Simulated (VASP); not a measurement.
Input of a VASP 6.6.1 run:

The input INCAR:

```
PREC     = Accurate       # precision mode
ENCUT    = 520            # plane-wave cutoff, eV
EDIFF    = 1E-6           # SCF threshold, eV
ISMEAR   = 0              # smearing method
SIGMA    = 0.05           # smearing width, eV
LREAL    = False          # projectors in reciprocal space
LASPH    = True           # aspherical terms in the spheres
NELM     = 60             # most SCF steps
ALGO     = Normal         # electronic algorithm
ISIF     = 2              # what is computed and relaxed
LWAVE    = False          # write WAVECAR
LCHARG   = False          # write CHGCAR
GGA      = PE             # functional
NBANDS   = 16             # bands
```

File KPOINTS:

```
regular mesh
0
Gamma
  9 9 6
```

The input POSCAR:

```
MgO
1.0
    3.6974000000      0.0000000000      0.0000000000
   -1.8487000000      3.2020423279      0.0000000000
    0.0000000000      0.0000000000      4.0274000000
Mg O
2 2
Direct
    0.6666666667      0.3333333333      0.7500000000
    0.3333333333      0.6666666667      0.2500000000
    0.6666666667      0.3333333333      0.2500000000
    0.3333333333      0.6666666667      0.7500000000
```

Potentials or basis: VASP PAW PBE potentials, release 64 (Mg, O).

Run with:

```sh
$ cat potpaw_PBE.64/Mg/POTCAR potpaw_PBE.64/O/POTCAR > POTCAR
$ mpirun -np 1 vasp_std > vasp.out
```

(1) What does it give for the band gap on the k mesh?

(2) What does it give for the pressure?

## Answers

(1) 3.20 eV, direct.

(2) -3.0 GPa.
